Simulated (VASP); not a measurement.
Set up this calculation in VASP 6.6.1, as the native input.

```
Task                   : single point
Functional             : LDA
Potentials or basis    : VASP PAW LDA potentials, release 64 (Cd, Se)
Cutoff                 : 500 eV
k mesh                 : 4 × 4 × 4
Occupations            : methfessel-paxton, width 0.1 eV
Spin                   : no spin polarisation
Dipole correction      : no
Further INCAR settings : ALGO = Normal; EDIFF = 1e-06; NBANDS = 16
```

The structure of CdSe lies in POSCAR:

```
CdSe
1.0
    0.0000000000      2.8739580000      2.8739580000
    2.8739580000      0.0000000000      2.8739580000
    2.8739580000      2.8739580000      0.0000000000
Cd Se
1 1
Direct
    0.0000000000      0.0000000000      0.0000000000
    0.5000000000      0.5000000000      0.5000000000
```

These files were run (other wordings do the same):

INCAR

```
PREC = Accurate ; ENCUT = 500
EDIFF = 1E-6 ; ISMEAR = 1
SIGMA = 0.1 ; LREAL = False
LASPH = True ; NELM = 120
ALGO = Normal ; ISIF = 2
LWAVE = False ; LCHARG = False
NBANDS = 16 ; GGA_COMPAT = False
```

KPOINTS

```
regular mesh
0
Gamma
  4 4 4
```

Potentials or basis: VASP PAW LDA potentials, release 64 (Cd, Se).

The run is started by

```console
$ cat potpaw_LDA.64/Cd/POTCAR potpaw_LDA.64/Se/POTCAR > POTCAR
$ mpirun -np 1 vasp_std > vasp.out
```

Results of the run:

```yaml
Pressure: -4.9 GPa
Band_gap_on_the_k_mesh: zero (bands 9 and 10 overlap by 0.58 eV)
```

Caveat: the k points lie up to 0.47 Å⁻¹ apart, too coarse for converged energies and pressures of a metal; semilocal functionals underestimate gaps, and a narrow one can read as zero.

Run time: 5.2 s on 1 thread of Intel(R) Xeon(R) Platinum 8488C (Sapphire Rapids), on a shared host, peak memory 0.14 GiB.
